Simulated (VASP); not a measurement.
# Sn in VASP: single point with PBE+D3(BJ)

Aim: the single point of Sn with PBE+D3(BJ).

Everything below comes from runs of VASP 6.6.1. Logs are shortened: lines on timing, memory, paths and dates and some standing lists are left out, and cuts for length are marked.

**1. The cell of the first run**

The typed cell holds 2 atoms: a = 3.295 Å, b = 3.295 Å, c = 4.963 Å, α = 89.99°, β = 89.99°, γ = 82.28°.

**2. Single point, PBE+D3(BJ) (atoms displaced along a vibrational mode)**

The input, INCAR:

```
ALGO = Fast ; EDIFF = 1E-6
ENCUT = 520 ; GGA = PE
ISIF = 2 ; ISMEAR = 0
IVDW = 12 ; LASPH = T
LCHARG = T ; LELF = T
LREAL = F ; LVHAR = T
LWAVE = F ; NBANDS = 21
NELM = 60 ; PREC = Accurate
SIGMA = 0.15
```

The input, KPOINTS:

```
k-points
0
Gamma
  18 18 12
```

The input, POSCAR:

```
Sn
1.0
   -1.7544065422      1.7546136957     -2.1674907473
   -1.7544065422      1.7546136957      2.1674907473
    3.5088130844      3.5092273914      0.0000000000
Sn
2
Direct
    0.0604533520      0.0604533520     -0.0000071019
    0.4395466480      0.4395466480      0.5000071019
```

Potentials or basis: VASP PAW PBE potentials, release 64 (Sn_d).

Started as:

```sh
> cat potpaw_PBE.64/Sn_d/POTCAR > POTCAR
> mpirun -np 1 vasp_std > vasp.out
```

OUTCAR:

```text
EDIFF = 1E-6
   ENCUT = 520
   GGA = PE
   ISIF = 2
   ISMEAR = 0
   IVDW = 12
   LASPH = T
   LREAL = F
   NELM = 60
   PREC = Accurate
 IVDW          = 12

 ion  position               nearest neighbor table
   1  0.060  0.060  1.000-   2 3.11   2 3.11   2 3.35   2 3.35   2 3.35   2 3.35
   2  0.440  0.440  0.500-   1 3.11   1 3.11   1 3.35   1 3.35   1 3.35   1 3.35

  LATTYP: Found a base centered monoclinic cell.
 ALAT       =     4.9625040197
 B/A-ratio  =     0.8735472006
 C/A-ratio  =     1.0000000000
 COS(beta)  =    -0.0001180691

  Lattice vectors:

 A1 = (   1.7544065422,  -1.7546136957,   2.1674907473)
 A2 = (   1.7544065422,  -1.7546136957,  -2.1674907473)
 A3 = (   3.5088130844,   3.5092273914,   0.0000000000)

Analysis of symmetry for initial positions (statically):
=====================================================================
 Subroutine PRICEL returns:
 Original cell was already a primitive cell.

 Routine SETGRP: Setting up the symmetry group for a
 base centered monoclinic supercell.

 Subroutine GETGRP returns: Found  4 space group operations
 (whereof  2 operations were pure point group operations)
 out of a pool of  4 trial point group operations.

The static configuration has the point symmetry C_1h.
 The point group associated with its full space group is C_2h.

Analysis of symmetry for dynamics (positions and initial velocities):
=====================================================================
 Subroutine PRICEL returns:
 Original cell was already a primitive cell.

 Routine SETGRP: Setting up the symmetry group for a
 base centered monoclinic supercell.

 Subroutine GETGRP returns: Found  4 space group operations
 (whereof  2 operations were pure point group operations)
 out of a pool of  4 trial point group operations.

The dynamic configuration has the point symmetry C_1h.
 The point group associated with its full space group is C_2h.

 Subroutine INISYM returns: Found  4 space group operations
 (whereof  2 operations are pure point group operations),
 and found     1 'primitive' translations

----------------------------------------------------------------------------------------

                                     Primitive cell

  volume of cell :      53.3776

  direct lattice vectors                    reciprocal lattice vectors
    -1.754406542  1.754613696 -2.167490747    -0.142498329  0.142481505 -0.230681492
    -1.754406542  1.754613696  2.167490747    -0.142498329  0.142481505  0.230681492
     3.508813084  3.509227391  0.000000000     0.142498329  0.142481505  0.000000000

  length of vectors
     3.294636198  3.294636198  4.962504020     0.306301655  0.306301655  0.201511173

  position of ions in fractional coordinates (direct lattice)
     0.060453352  0.060453352  0.999992898
     0.439546648  0.439546648  0.500007102

  ion indices of the primitive-cell ions
   primitive index   ion index
                 1           1
                 2           2

----------------------------------------------------------------------------------------

 KPOINTS: k-points

Automatic generation of k-mesh.
 Grid dimensions read from file:
 generate k-points for:   18   18   12

 Generating k-lattice:

  Cartesian coordinates                     Fractional coordinates (reciprocal lattice)
    -0.007916574  0.007915639 -0.012815638     0.055555556  0.000000000  0.000000000
    -0.007916574  0.007915639  0.012815638     0.000000000  0.055555556  0.000000000
     0.011874861  0.011873459  0.000000000     0.000000000  0.000000000  0.083333333

  Length of vectors
     0.017016759  0.017016759  0.016792598

  Shift w.r.t. Gamma in fractional coordinates (k-lattice)
     0.000000000  0.000000000  0.000000000

 Subroutine IBZKPT returns following result:
 ===========================================

 Found   1037 irreducible k-points:

 Following reciprocal coordinates:
            Coordinates               Weight
  0.000000  0.000000  0.000000      1.000000
  0.055556  0.000000 -0.000000      4.000000
  0.111111  0.000000 -0.000000      4.000000
  0.166667 -0.000000 -0.000000      4.000000
  0.222222  0.000000 -0.000000      4.000000
  0.277778 -0.000000 -0.000000      4.000000
[... 16 lines left out ...]
 -0.277778  0.055556  0.000000      4.000000
 -0.222222  0.055556  0.000000      4.000000
 [... further k-points ...]
   k-points           NKPTS =   1037   k-points in BZ     NKDIM =   1037   number of bands    NBANDS=     21
   number of dos      NEDOS =    301   number of ions     NIONS =      2
   total plane-waves  NPLWV =  31360
   dimension x,y,z NGX =    28 NGY =   28 NGZ =   40
   dimension x,y,z NGXF=    56 NGYF=   56 NGZF=   80
   ions per type =               2
   NGX,Y,Z   is equivalent  to a cutoff of  14.13, 14.13, 13.40 a.u.
   NGXF,Y,Z  is equivalent  to a cutoff of  28.26, 28.26, 26.80 a.u.
 SYSTEM =  unknown system
   PREC   = accura    normal or accurate (medium, high low for compatibility)
   ISTART =      0    job   : 0-new  1-cont  2-samecut
   ICHARG =      2    charge: 1-file 2-atom 10-const
   ISPIN  =      1    spin polarized calculation?
   LNONCOLLINEAR =      F non collinear calculations
   LSORBIT =      F    spin-orbit coupling
   LASPH  =      T    aspherical Exc in radial PAW
   ENCUT  =  520.0 eV  38.22 Ry    6.18 a.u.   6.13  6.13  9.23*2*pi/ulx,y,z
   NELM   =     60;   NELMIN=  2; NELMDL= -5     # of ELM steps
   EDIFF  = 0.1E-05   stopping-criterion for ELM
   LREAL  =      F    real-space projection
   EDIFFG = 0.1E-04   stopping-criterion for IOM
   NSW    =      0    number of steps for IOM
   IBRION =     -1    ionic relax: 0-MD 1-quasi-New 2-CG
   NFREE  =      0    steps in history (QN), initial steepest desc. (CG)
   ISIF   =      2    stress and relaxation
   ISYM   =      2    0-nonsym 1-usesym 2-fastsym
   POTIM  = 0.5000    time-step for ionic-motion
   TEBEG  =    0.0;   TEEND  =   0.0 temperature during run
   PSTRESS=    0.0 pullay stress
   NELECT =      28.0000    total number of electrons
   NUPDOWN=      -1.0000    fix difference up-down
   EMIN   =  10.00;   EMAX   =-10.00  energy-range for DOS
   EFERMI =   0.00;   METHOD = LEGACY
   ISMEAR =     0;   SIGMA  =   0.15  broadening in eV -4-tet -1-fermi 0-gaus
   EFERMI_NEDOS =   21; number of points for ismear=-14 and -15
   IALGO  =     68    algorithm
   IMIX   =      4    mixing-type and parameters
     AMIX     =   0.40;   BMIX     =  1.00
     AMIX_MAG =   1.60;   BMIX_MAG =  1.00
  volume/ion in A,a.u.               =      26.69       180.10
  Fermi-wavevector in a.u.,A,eV,Ry     =   1.320306  2.495016 23.717774  1.743207
  Thomas-Fermi vector in A             =   2.450141
   LORBIT       =      0    0 simple, 1 ext, 2 COOP (PROOUT), +10 PAW based schemes
   GGA     = PE    functional components
   LHFCALC =     F    Hartree Fock is set to
   AEXX    =    0.0000 exact exchange contribution
   IVDW    =    12    specifies the selected vdW correction
   LEPSILON=     F    determine dielectric tensor
   LRPA    =     F    only Hartree local field effects (RPA)
 non-spin polarized calculation
 RMM-DIIS sequential band-by-band and
 Gauss-broadening in eV      SIGMA  =   0.15
  energy-cutoff  :      520.00
  volume of cell :       53.38
 maximum number of plane-waves:      1456
 NGX is ok and might be reduce to    28
   NGX = 13   NGY = 13   NGZ = 19

 number of electron      28.0000009 magnetization

 Free energy of the ion-electron system (eV)
  ---------------------------------------------------
  ext. energy  EPLUGINS =         0.00000000
  ---------------------------------------------------
  free energy    TOTEN  =        -7.52656339 eV

  energy without entropy =       -7.51508862  energy(sigma->0) =       -7.52082600

 E-fermi :   8.3457     XC(G=0): -10.4252

 val. band max:        8.3455355469   @ k =  -0.2222   0.3889   0.3333
 cond. band min:       8.3463737265   @ k =  -0.3889   0.2222   0.3333
 fundamental gap:      0.0008381796
 Fermi energy:         8.3457351670

 k-point     1 :       0.0000    0.0000    0.0000
  band No.  band energies     occupation
      1     -13.3249      2.00000
      2     -13.2658      2.00000
      3     -13.2545      2.00000
      4     -13.2278      2.00000
      5     -13.2117      2.00000
      6     -13.1852      2.00000
[... 13 lines left out ...]
     20      17.7107      0.00000
     21      19.3035      0.00000

 k-point     2 :       0.0556    0.0000   -0.0000
  band No.  band energies     occupation
      1     -13.3212      2.00000
      2     -13.2641      2.00000
      3     -13.2510      2.00000
      4     -13.2289      2.00000
      5     -13.2118      2.00000
      6     -13.1844      2.00000
[... 13 lines left out ...]
     20      17.5648      0.00000
     21      18.9059      0.00000

 k-point     3 :       0.1111    0.0000   -0.0000
  band No.  band energies     occupation
      1     -13.3115      2.00000
      2     -13.2588      2.00000
      3     -13.2408      2.00000
      4     -13.2321      2.00000
      5     -13.2118      2.00000
      6     -13.1817      2.00000
[... 13 lines left out ...]
     20      17.5672      0.00000
     21      18.6588      0.00000
[... 457 lines left out ...]
 k-point    23 :      -0.2778    0.0556    0.0000
  band No.  band energies     occupation
      1     -13.2884      2.00000
      2     -13.2559      2.00000
      3     -13.2167      2.00000
      4     -13.1989      2.00000
      5     -13.1927      2.00000
      6     -13.1519      2.00000
[... 13 lines left out ...]
     20      17.9266      0.00000
     21      19.7833      0.00000

 k-point    24 :      -0.2222    0.0556    0.0000
  band No.  band energies     occupation
      1     -13.2907      2.00000
      2     -13.2494      2.00000
      3     -13.2307      2.00000
      4     -13.2068      2.00000
      5     -13.1988      2.00000
      6     -13.1646      2.00000
[... 13 lines left out ...]
     20      17.7674      0.00000
     21      20.1852      0.00000

 [... further k-points ...]

------------------------ aborting loop because EDIFF is reached ----------------------------------------

 Edisp (eV)   -0.78605

 E8    (eV) :    -0.3779

  FORCE on cell =-STRESS in cart. coord.  units (eV):
  Direction    XX          YY          ZZ          XY          YZ          ZX
  --------------------------------------------------------------------------------------
  -------------------------------------------------------------------------------------
  Total       0.43739     0.43505     0.11165     0.24636     0.00000     0.00000
  in kB      13.12853    13.05850     3.35123     7.39484     0.00000     0.00000
  external pressure =        9.85 kB  Pullay stress =        0.00 kB

 VOLUME and BASIS-vectors are now :
 -----------------------------------------------------------------------------
  energy-cutoff  :      520.00
  volume of cell :       53.38
      direct lattice vectors                 reciprocal lattice vectors
    -1.754406542  1.754613696 -2.167490747    -0.142498329  0.142481505 -0.230681492
    -1.754406542  1.754613696  2.167490747    -0.142498329  0.142481505  0.230681492
     3.508813084  3.509227391  0.000000000     0.142498329  0.142481505  0.000000000

 POSITION                                       TOTAL-FORCE (eV/Angst)
 -----------------------------------------------------------------------------------
      3.29667      3.72135      0.00000         0.127032     -0.126195      0.000000
      0.21214      3.29711      0.00000        -0.127032      0.126195      0.000000
 -----------------------------------------------------------------------------------
    total drift:                                0.000000     -0.000000     -0.000000

  FREE ENERGIE OF THE ION-ELECTRON SYSTEM (eV)
  ---------------------------------------------------
  free  energy   TOTEN  =        -8.3126130786 eV

  energy  without entropy=       -8.3011383088  energy(sigma->0) =       -8.30687569
```

It took 35 min on 1 thread of AMD EPYC 7R13, shared host; peak memory 0.89 GiB.

Results:

| Item | Value |
| --- | --- |
| Free energy | -8.3126 eV |
| Pressure | 1.0 GPa |
| Largest force | 0.179 eV/Å |
| Band gap on the k mesh | zero (bands 14 and 15 overlap by 5.59 eV) |
| Dispersion energy per atom | -0.393 eV |

Forces in eV/Å, atoms in the order of the input:
```
Sn   0.127 -0.126  0.000
Sn  -0.127  0.126  0.000
```

Levels at points of the mesh, in eV from the Fermi level:
```csv
k point,band 11,band 12,band 13,band 14,band 15,band 16,band 17,band 18
"(0.00, 0.00, 0.00)",-11.33,-5.45,-4.18,2.77,3.35,5.32,5.40,8.38
"(0.50, 0.00, 0.00)",-8.32,-6.92,-1.58,-1.17,-0.79,0.94,4.43,7.42
"(0.50, 0.50, 0.00)",-5.31,-5.26,-2.73,-2.36,0.86,1.42,1.98,2.39
"(0.00, 0.00, 0.50)",-9.72,-9.72,2.70,2.70,4.22,4.22,4.99,4.99
"(0.50, 0.00, 0.50)",-6.95,-6.95,-4.53,-4.53,5.18,5.18,6.03,6.03
"(0.50, 0.50, 0.50)",-4.47,-4.47,-2.88,-2.88,-0.99,-0.99,1.12,1.12
```

Caveat: the cell differs from its parent crystal (atoms displaced along a vibrational mode); spin-orbit coupling is left out, which moves the levels of the heavy elements.
